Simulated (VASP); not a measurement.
Runs of VASP 6.6.1 on BaZrO3. The structure is that of space group Pm-3m (No. 221), or close to it. The cells are those of the table. 

```tsv
cell	gap on the mesh (eV)	pressure (GPa)
a = 4.191 Å, 5 atoms	3.29	5.1
a = 4.233, b = 4.233, c = 4.191 Å, 5 atoms	3.22	1.9
a = 4.108, b = 4.108, c = 4.191 Å, 5 atoms	(b)	(c)
a = 4.275, b = 4.275, c = 4.191 Å, 5 atoms	3.14	(a)
a = 4.149, b = 4.149, c = 4.191 Å, 5 atoms	3.32	8.7
```

Alike in all rows: task single point; level PBE; potentials or basis VASP PAW PBE potentials, release 64 (Ba_sv, Zr_sv, O); no spin polarisation; k mesh 5 × 5 × 5; cutoff (eV) 520; smearing fermi-dirac 0.02 eV.

Q: Fill in the values left out.

A: (a) -1.1; (b) 3.35; (c) 12.8.

Caveats: spin-orbit coupling is left out, which moves the levels of the heavy elements.

A k mesh can miss the band edges, and the runs leave out spin-orbit coupling on Ba, Zr.
